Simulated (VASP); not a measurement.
Wanted: the native input for a VASP 6.6.1 run.

```
Task                   : single point
Functional             : PBE
Potentials or basis    : VASP PAW PBE potentials, release 64 (Y_sv, Pt_sv_GW, C, N)
Cutoff                 : 700 eV
k mesh                 : 8 × 8 × 12
Occupations            : gaussian, width 0.1 eV
Spin                   : no spin polarisation
Dipole correction      : no
Further INCAR settings : ALGO = Normal; EDIFF = 1e-06; NBANDS = 32
```

The structure of YPtC2N2 lies in POSCAR:

```
YPtC2N2
1.0
    3.4342688417     -4.6933708340     -0.0060998676
    3.4342688417      4.6933708340     -0.0060998676
   -1.8782463471      0.0000000000      3.0761357954
Y Pt C N
1 1 2 2
Direct
    0.5000000000      0.5000000000      0.5000000000
    0.0000000000      0.0000000000      0.0000000000
    0.7959611022      0.2040388978      0.0000000000
    0.2040388978      0.7959611022      0.0000000000
    0.6678285951      0.3321714049      0.0000000000
    0.3321714049      0.6678285951      0.0000000000
```

These files were run (other wordings do the same):

INCAR

```
SYSTEM = YPtC2N2
ALGO = Normal
EDIFF = 1E-6
ENCUT = 700
GGA = PE
GGA_COMPAT = .False.
ISIF = 2
ISMEAR = 0
LASPH = .True.
LCHARG = .False.
LREAL = .False.
LWAVE = .False.
NBANDS = 32
NELM = 120
PREC = Accurate
SIGMA = 0.1
```

KPOINTS

```
k-points
0
Gamma
  8 8 12
  0 0 0
```

Potentials or basis: VASP PAW PBE potentials, release 64 (Y_sv, Pt_sv_GW, C, N).

Command:

```bash
$ cat potpaw_PBE.64/Y_sv/POTCAR potpaw_PBE.64/Pt_sv_GW/POTCAR potpaw_PBE.64/C/POTCAR potpaw_PBE.64/N/POTCAR > POTCAR
$ mpirun -np 1 vasp_std > vasp.out
```

It gave:

* Pressure: 0.1 GPa
* Largest force: 0.251 eV/Å
* Band gap on the k mesh: zero (an odd number of electrons rules out a gap without spin polarisation)

Caveat: spin-orbit coupling is left out, which moves the levels of the heavy elements; an odd number of electrons without spin polarisation forces a metal; a magnetic or distorted state may lie lower.

It took 12 min on 1 thread of Intel(R) Xeon(R) 6975P-C (Granite Rapids) (shared host), peak memory 1.2 GiB.
